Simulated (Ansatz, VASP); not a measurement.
# Zr2HS4 in VASP and in Ansatz

```
S Zr H
1.0
     7.29768    0.00000    0.00000
    -3.64884    6.31997    0.00000
     0.00000    0.00000   20.91715
S Zr H
8 4 2
Direct
  0.33333 0.16667 0.19123
  0.33333 0.66667 0.19123
  0.83333 0.16667 0.19123
  0.83333 0.66667 0.19123
  0.16667 0.33333 0.33069
  0.16667 0.83333 0.33069
  0.66667 0.33333 0.33069
  0.66667 0.83333 0.33069
  0.00000 0.00000 0.26096
  0.00000 0.50000 0.26096
  0.50000 0.00000 0.26096
  0.50000 0.50000 0.26096
  0.38031 0.76063 0.38280
  0.45302 0.90604 0.38280
```

Alike in both runs: task single point; functional PBE; dispersion D3(BJ); k mesh 6 × 6 × 1; occupations gaussian, width 0.05 eV; no spin polarisation.

|  | VASP | Ansatz |
| --- | --- | --- |
| version | VASP 6.6.1 | Ansatz 0.2.0 |
| potentials or method | VASP PAW PBE potentials, release 64 (S, Zr_sv, H), cutoff 400 eV | scalar-relativistic, plane waves, PAW |
| valence electrons in the cell | 98 | 98 |

Ansatz gave:

* gap on the k mesh at the Fermi level (eV): 0.89
* least direct gap on the mesh (eV): 0.96
* rms of the force components (eV/Å): 0.781

Task: What did VASP give for the same quantities?

Result: gap on the k mesh at the Fermi level (eV): 0.89; least direct gap on the mesh (eV): 0.97; rms of the force components (eV/Å): 0.774.
